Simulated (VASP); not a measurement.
# SiC (Fm-3m) in VASP: single point with PBE0

Aim: the single point of SiC with PBE0.

Program: VASP 6.6.1. These are calculated values, not measurements. Logs are shortened: lines on timing, memory, paths and dates and some standing lists are left out, and cuts for length are marked.

### Step 1. The cell of the first run

Symmetry: Fm-3m, No. 225, cubic system. The conventional cell has a = 4.080 Å, b = 4.080 Å, c = 4.080 Å, α = 90.00°, β = 90.00°, γ = 90.00°. Within 2.7 Å of Si (site symmetry m-3m) lie 6 C at 2.04 Å. Within 2.7 Å of C (site symmetry m-3m) lie 6 Si at 2.04 Å.

### Step 2. Single point, PBE0 (8.49 Å³/atom)

Input file POSCAR:

```
SiC
1.0
    0.0000000000      2.0400013008      2.0400013008
    2.0400013008      0.0000000000      2.0400013008
    2.0400013008      2.0400013008      0.0000000000
Si C
1 1
Direct
    0.0000000000      0.0000000000      0.0000000000
    0.5000000000      0.5000000000      0.5000000000
```

Input file INCAR.step1:

```
SYSTEM = SiC
PREC     = Accurate       ! precision mode
ENCUT    = 520            ! plane-wave cutoff, eV
EDIFF    = 1E-5           ! SCF threshold, eV
ISMEAR   = 0              ! smearing method
SIGMA    = 0.05           ! smearing width, eV
LREAL    = .False.        ! projectors in reciprocal space
LASPH    = .True.         ! aspherical terms in the spheres
NELM     = 80             ! most SCF steps
ALGO     = Normal         ! electronic algorithm
ISIF     = 2              ! what is computed and relaxed
LWAVE    = .True.         ! write WAVECAR
LCHARG   = .False.        ! write CHGCAR
NBANDS   = 11             ! bands
GGA      = PE             ! functional
```

Input file INCAR.step2:

```
SYSTEM = SiC
PREC     = Accurate       ! precision mode
ENCUT    = 520            ! plane-wave cutoff, eV
EDIFF    = 1E-6           ! SCF threshold, eV
ISMEAR   = 0              ! smearing method
SIGMA    = 0.05           ! smearing width, eV
LREAL    = .False.        ! projectors in reciprocal space
LASPH    = .True.         ! aspherical terms in the spheres
NELM     = 80             ! most SCF steps
ALGO     = Normal         ! electronic algorithm
ISIF     = 2              ! what is computed and relaxed
LWAVE    = .False.        ! write WAVECAR
LCHARG   = .False.        ! write CHGCAR
GGA      = PE             ! functional
LHFCALC  = .True.         ! exact exchange
AEXX     = 0.25           ! exact-exchange fraction
PRECFOCK = Normal       
NBANDS   = 11             ! bands
ISTART   = 1
```

Input file KPOINTS:

```
regular mesh
0
Gamma
  10 10 10
  0 0 0
```

Potentials or basis: VASP PAW PBE potentials, release 64 (Si, C).

Command:

```sh
> cat potpaw_PBE.64/Si/POTCAR potpaw_PBE.64/C/POTCAR > POTCAR
> cp INCAR.step1 INCAR
> mpirun -np 1 vasp_std > vasp.out
> cp INCAR.step2 INCAR
> mpirun -np 1 vasp_std > vasp.out
```

OUTCAR:

```text
SYSTEM = SiC
   PREC = Accurate
   ENCUT = 520
   EDIFF = 1E-6
   ISMEAR = 0
   LREAL = .False.
   LASPH = .True.
   NELM = 80
   ISIF = 2
   GGA = PE
   LHFCALC = .True.
   AEXX = 0.25
   PRECFOCK = Normal
   ISTART = 1

 ion  position               nearest neighbor table
   1  0.000  0.000  0.000-   2 2.04   2 2.04   2 2.04   2 2.04   2 2.04   2 2.04
   2  0.500  0.500  0.500-   1 2.04   1 2.04   1 2.04   1 2.04   1 2.04   1 2.04

  LATTYP: Found a face centered cubic cell.
 ALAT       =     4.0800026016

  Lattice vectors:

 A1 = (   0.0000000000,   2.0400013008,   2.0400013008)
 A2 = (   2.0400013008,   0.0000000000,   2.0400013008)
 A3 = (   2.0400013008,   2.0400013008,   0.0000000000)

Analysis of symmetry for initial positions (statically):
=====================================================================
 Subroutine PRICEL returns:
 Original cell was already a primitive cell.

 Routine SETGRP: Setting up the symmetry group for a
 face centered cubic supercell.

 Subroutine GETGRP returns: Found 48 space group operations
 (whereof 48 operations were pure point group operations)
 out of a pool of 48 trial point group operations.

The static configuration has the point symmetry O_h .

Analysis of symmetry for dynamics (positions and initial velocities):
=====================================================================
 Subroutine PRICEL returns:
 Original cell was already a primitive cell.

 Routine SETGRP: Setting up the symmetry group for a
 face centered cubic supercell.

 Subroutine GETGRP returns: Found 48 space group operations
 (whereof 48 operations were pure point group operations)
 out of a pool of 48 trial point group operations.

The dynamic configuration has the point symmetry O_h .

 Subroutine INISYM returns: Found 48 space group operations
 (whereof 48 operations are pure point group operations),
 and found     1 'primitive' translations

----------------------------------------------------------------------------------------

                                     Primitive cell

  volume of cell :      16.9794

  direct lattice vectors                    reciprocal lattice vectors
     0.000000000  2.040001301  2.040001301    -0.245097883  0.245097883  0.245097883
     2.040001301  0.000000000  2.040001301     0.245097883 -0.245097883  0.245097883
     2.040001301  2.040001301  0.000000000     0.245097883  0.245097883 -0.245097883

  length of vectors
     2.884997507  2.884997507  2.884997507     0.424521986  0.424521986  0.424521986

  position of ions in fractional coordinates (direct lattice)
     0.000000000  0.000000000  0.000000000
     0.500000000  0.500000000  0.500000000

  ion indices of the primitive-cell ions
   primitive index   ion index
                 1           1
                 2           2

----------------------------------------------------------------------------------------

 KPOINTS: regular mesh

Automatic generation of k-mesh.
 Grid dimensions read from file:
 generate k-points for:   10   10   10

 Generating k-lattice:

  Cartesian coordinates                     Fractional coordinates (reciprocal lattice)
    -0.024509788  0.024509788  0.024509788     0.100000000  0.000000000  0.000000000
     0.024509788 -0.024509788  0.024509788     0.000000000  0.100000000  0.000000000
     0.024509788  0.024509788 -0.024509788     0.000000000  0.000000000  0.100000000

  Length of vectors
     0.042452199  0.042452199  0.042452199

  Shift w.r.t. Gamma in fractional coordinates (k-lattice)
     0.000000000  0.000000000  0.000000000

 Subroutine IBZKPT returns following result:
 ===========================================

 Found     47 irreducible k-points:

 Following reciprocal coordinates:
            Coordinates               Weight
  0.000000  0.000000  0.000000      1.000000
  0.100000  0.000000  0.000000      8.000000
  0.200000  0.000000  0.000000      8.000000
  0.300000  0.000000  0.000000      8.000000
  0.400000  0.000000  0.000000      8.000000
  0.500000  0.000000  0.000000      4.000000
[... 16 lines left out ...]
  0.300000  0.300000  0.000000      6.000000
  0.400000  0.300000  0.000000     24.000000
 [... further k-points ...]
   k-points           NKPTS =     47   k-points in BZ     NKDIM =   1000   number of bands    NBANDS=     11
   number of dos      NEDOS =    301   number of ions     NIONS =      2
   total plane-waves  NPLWV =  13824
   dimension x,y,z NGX =    24 NGY =   24 NGZ =   24
   dimension x,y,z NGXF=    48 NGYF=   48 NGZF=   48
   ions per type =               1   1
   NGX,Y,Z   is equivalent  to a cutoff of  13.83, 13.83, 13.83 a.u.
   NGXF,Y,Z  is equivalent  to a cutoff of  27.66, 27.66, 27.66 a.u.
 SYSTEM =  SiC
   PREC   = accura    normal or accurate (medium, high low for compatibility)
   ISTART =      1    job   : 0-new  1-cont  2-samecut
   ICHARG =      0    charge: 1-file 2-atom 10-const
   ISPIN  =      1    spin polarized calculation?
   LNONCOLLINEAR =      F non collinear calculations
   LSORBIT =      F    spin-orbit coupling
   LASPH  =      T    aspherical Exc in radial PAW
   ENCUT  =  520.0 eV  38.22 Ry    6.18 a.u.   5.36  5.36  5.36*2*pi/ulx,y,z
   NELM   =     80;   NELMIN=  2; NELMDL=  0     # of ELM steps
   EDIFF  = 0.1E-05   stopping-criterion for ELM
   LREAL  =      F    real-space projection
   EDIFFG = 0.1E-04   stopping-criterion for IOM
   NSW    =      0    number of steps for IOM
   IBRION =     -1    ionic relax: 0-MD 1-quasi-New 2-CG
   NFREE  =      0    steps in history (QN), initial steepest desc. (CG)
   ISIF   =      2    stress and relaxation
   ISYM   =      3    0-nonsym 1-usesym 2-fastsym
   POTIM  = 0.5000    time-step for ionic-motion
   TEBEG  =    0.0;   TEEND  =   0.0 temperature during run
   PSTRESS=    0.0 pullay stress
   NELECT =       8.0000    total number of electrons
   NUPDOWN=      -1.0000    fix difference up-down
   EMIN   =  10.00;   EMAX   =-10.00  energy-range for DOS
   EFERMI =   0.00;   METHOD = LEGACY
   ISMEAR =     0;   SIGMA  =   0.05  broadening in eV -4-tet -1-fermi 0-gaus
   EFERMI_NEDOS =   21; number of points for ismear=-14 and -15
   IALGO  =     38    algorithm
   IMIX   =      1    mixing-type and parameters
     AMIX     =   0.40;   BMIX     =  1.00
     AMIX_MAG =   1.60;   BMIX_MAG =  1.00
  volume/ion in A,a.u.               =       8.49        57.29
  Fermi-wavevector in a.u.,A,eV,Ry     =   1.273887  2.407298 22.079387  1.622789
  Thomas-Fermi vector in A             =   2.406686
   LORBIT       =      0    0 simple, 1 ext, 2 COOP (PROOUT), +10 PAW based schemes
   GGA     = PE    functional components
   LHFCALC =     T    Hartree Fock is set to
   PRECFOCK=normal    Normal, Fast or Accurate (Low or Medium for compatibility)
   ENCUT4O =  -1.0   cutoff for four orbital integrals eV
   NKREDX  =     1    reduce k-point grid by
   NKREDY  =     1    reduce k-point grid by
   NKREDZ  =     1    reduce k-point grid by
   AEXX    =    0.2500 exact exchange contribution
   HFSCREEN=    0.0000 screening length (either q_TF or 0.3 A-1)
   HFSCREENC=   0.0000 screening length for correlation (either q_TF or 0.3 A-1)
   ENCUTFOCK=  -1.0 apply spherical cutoff to Coloumb kernel
   IVDW    =     0    specifies the selected vdW correction
   LEPSILON=     F    determine dielectric tensor
   LRPA    =     F    only Hartree local field effects (RPA)
 non-spin polarized calculation
 Gauss-broadening in eV      SIGMA  =   0.05
  energy-cutoff  :      520.00
  volume of cell :       16.98
 maximum number of plane-waves:       469
 NGX is ok and might be reduce to    24
  NGX = 18; NGY = 18; NGZ = 18

 number of electron       8.0000000 magnetization

 Free energy of the ion-electron system (eV)
  ---------------------------------------------------
  ext. energy  EPLUGINS =         0.00000000
  ---------------------------------------------------
  free energy    TOTEN  =       -16.84231980 eV

  energy without entropy =      -16.84205016  energy(sigma->0) =      -16.84218498

 E-fermi :  11.4862     XC(G=0):  -9.8899

 val. band max:       11.4623151257   @ k =  -0.1000   0.1000   0.0000
 cond. band min:      11.9686589238   @ k =   0.4000   0.4000   0.0000
 fundamental gap:      0.5063437981
 Fermi energy:        11.4861619391

 k-point     1 :       0.0000    0.0000    0.0000
  band No.  band energies     occupation
      1      -8.8850      2.00000
      2      11.2391      2.00000
      3      11.2391      2.00000
      4      11.2391      2.00000
      5      20.4309      0.00000
      6      22.0377      0.00000
      7      22.0377      0.00000
      8      22.0377      0.00000
      9      26.0794      0.00000
     10      26.0794      0.00000
     11      26.0794      0.00000

 k-point     2 :       0.1000    0.0000    0.0000
  band No.  band energies     occupation
      1      -8.6245      2.00000
      2       9.8369      2.00000
      3      11.0970      2.00000
      4      11.0970      2.00000
      5      20.6421      0.00000
      6      22.0334      0.00000
      7      22.3941      0.00000
      8      22.3941      0.00000
      9      24.0913      0.00000
     10      24.0913      0.00000
     11      25.8354      0.00000

 k-point     3 :       0.2000    0.0000    0.0000
  band No.  band energies     occupation
      1      -7.8471      2.00000
      2       6.8655      2.00000
      3      10.7669      2.00000
      4      10.7669      2.00000
      5      19.9071      0.00000
      6      21.2134      0.00000
      7      21.2134      0.00000
      8      23.4223      0.00000
      9      24.6518      0.00000
     10      24.6518      0.00000
     11      25.2519      0.00000
[... 267 lines left out ...]
 k-point    23 :       0.3000    0.3000    0.0000
  band No.  band energies     occupation
      1      -5.8076      2.00000
      2       6.1020      2.00000
      3       7.7414      2.00000
      4       7.7414      2.00000
      5      13.8084      0.00000
      6      16.8115      0.00000
      7      25.8601      0.00000
      8      26.5641      0.00000
      9      26.5641      0.00000
     10      30.0140      0.00000
     11      32.4686      0.00000

 k-point    24 :       0.4000    0.3000    0.0000
  band No.  band energies     occupation
      1      -4.5712      2.00000
      2       4.2805      2.00000
      3       6.4434      2.00000
      4       7.3972      2.00000
      5      13.3999      0.00000
      6      17.1716      0.00000
      7      25.7836      0.00000
      8      25.9835      0.00000
      9      27.7572      0.00000
     10      32.2237      0.00000
     11      33.5635      0.00000

 [... further k-points ...]

------------------------ aborting loop because EDIFF is reached ----------------------------------------

  FORCE on cell =-STRESS in cart. coord.  units (eV):
  Direction    XX          YY          ZZ          XY          YZ          ZX
  --------------------------------------------------------------------------------------
  -------------------------------------------------------------------------------------
  Total       -1.6009450     -1.6009450     -1.6009450      0.0000000      0.0000000     -0.0000000
  in kB     -151.0656276   -151.0656276   -151.0656276      0.0000000      0.0000000     -0.0000000
  external PRESSURE =    -151.0656276 kB  Pullay stress =       0.0000000 kB

 VOLUME and BASIS-vectors are now :
 -----------------------------------------------------------------------------
  energy-cutoff  :      520.00
  volume of cell :       16.98
      direct lattice vectors                 reciprocal lattice vectors
     0.000000000  2.040001301  2.040001301    -0.245097883  0.245097883  0.245097883
     2.040001301  0.000000000  2.040001301     0.245097883 -0.245097883  0.245097883
     2.040001301  2.040001301  0.000000000     0.245097883  0.245097883 -0.245097883

 POSITION                                       TOTAL-FORCE (eV/Angst)
 -----------------------------------------------------------------------------------
      0.00000      0.00000      0.00000         0.000000      0.000000     -0.000000
      2.04000      2.04000      2.04000        -0.000000     -0.000000      0.000000
 -----------------------------------------------------------------------------------
    total drift:                               -0.000000      0.000000      0.000000

  FREE ENERGIE OF THE ION-ELECTRON SYSTEM (eV)
  ---------------------------------------------------
  free  energy   TOTEN  =       -16.8423198002 eV

  energy  without entropy=      -16.8420501578  energy(sigma->0) =      -16.84218498
```

It took 1.8 h on 1 thread of Oxide Virtual Turin-like, shared host; peak memory 0.14 GiB.

Results:

```
Free energy            : -16.8423 eV
Pressure               : -15.1 GPa
Band gap on the k mesh : zero (bands 4 and 5 overlap by 0.41 eV)
```

Caveat: the cell stands under tension; the PAW data sets were made with another functional, which shifts forces and pressure a little.

The gap in the log of VASP goes by the Fermi energy; the results here count the filled bands.